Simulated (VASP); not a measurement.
A run of VASP 6.6.1:

The input INCAR:

```
SYSTEM = BaTiO3
PREC     = Accurate       ! precision mode
ENCUT    = 520            ! plane-wave cutoff, eV
EDIFF    = 1E-7           ! SCF threshold, eV
ISMEAR   = -1             ! smearing method
SIGMA    = 0.03           ! smearing width, eV
LREAL    = .FALSE.        ! projectors in reciprocal space
LASPH    = .TRUE.         ! aspherical terms in the spheres
NELM     = 80             ! most SCF steps
ALGO     = Normal         ! electronic algorithm
ISIF     = 2              ! what is computed and relaxed
LWAVE    = .FALSE.        ! write WAVECAR
LCHARG   = .FALSE.        ! write CHGCAR
GGA      = PE             ! functional
NBANDS   = 28             ! bands
```

The input KPOINTS:

```
Automatic mesh
0
G
  7 7 7
  0 0 0
```

File POSCAR:

```
BaTiO3
1.0
    4.0782473671      0.0000000000      0.0000000000
    0.0000000000      4.0782473671      0.0000000000
    0.0000000000      0.0000000000      4.0968043205
Ba Ti O
1 1 3
Direct
    0.0000000000      0.0000000000      0.0000000000
    0.5000000000      0.5000000000      0.5000000000
    0.5000000000      0.5000000000      0.0000000000
    0.5000000000      0.0000000000      0.5000000000
    0.0000000000      0.5000000000      0.5000000000
```

Potentials or basis: VASP PAW PBE potentials, release 64 (Ba_sv, Ti_sv, O).

Command:

```bash
$ cat potpaw_PBE.64/Ba_sv/POTCAR potpaw_PBE.64/Ti_sv/POTCAR potpaw_PBE.64/O/POTCAR > POTCAR
$ mpirun -np 1 vasp_std > vasp.out
```

Hardware: 1 thread of Intel(R) Xeon(R) 6975P-C (Granite Rapids), with other jobs on the host.

Estimate the wall time of this run.

Wall time 48 s on 1 thread of Intel(R) Xeon(R) 6975P-C (Granite Rapids) (shared host), peak memory 0.22 GiB. Counts: scf iterations 19, k points 40.
